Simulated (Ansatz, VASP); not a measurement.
Co: VASP beside Ansatz

```
Co
1.0
     2.45581    0.00000    0.00000
    -1.22790    2.12679    0.00000
     0.00000    0.00000    3.96738
Co
2
Cartesian
  0.0000 1.4179 0.9918
  1.2279 0.7089 2.9755
```

Alike in both runs: functional PBEsol; k mesh 21 × 21 × 12; occupations methfessel-paxton of order 1, width 0.1 eV; collinear spin.

Ansatz relaxed the structure, and its values are those at the end. VASP's run is a single point on that final structure, the one shown.

|  | VASP | Ansatz |
| --- | --- | --- |
| version | VASP 6.6.1 | Ansatz 0.2.0 |
| potentials or method | VASP PAW PBE potentials, release 64 (Co) | scalar-relativistic, plane waves, PAW |
| plane-wave cutoff (eV) | 520 | 420 |
| valence electrons in the cell | 18 | 34 |

```tsv
	VASP	Ansatz	Ansatz less VASP
gap on the k mesh at the Fermi level (eV)	none	none	-
pressure (GPa)	-0.9	0.0	+0.91
net moment per atom (μB)	1.56	1.56	+0.007
size of the moment on the site where the two differ most (μB)	1.56	1.63	+0.064
```

VASP's potentials were made for PBE, not for PBEsol. Site moments also hang on the region over which each program counts them. A gap of «none» marks a metal or a gap that the smearing closes. VASP's potentials hold 18 valence electrons a cell and Ansatz's 34, so a difference there can come from the potentials and not from the codes.
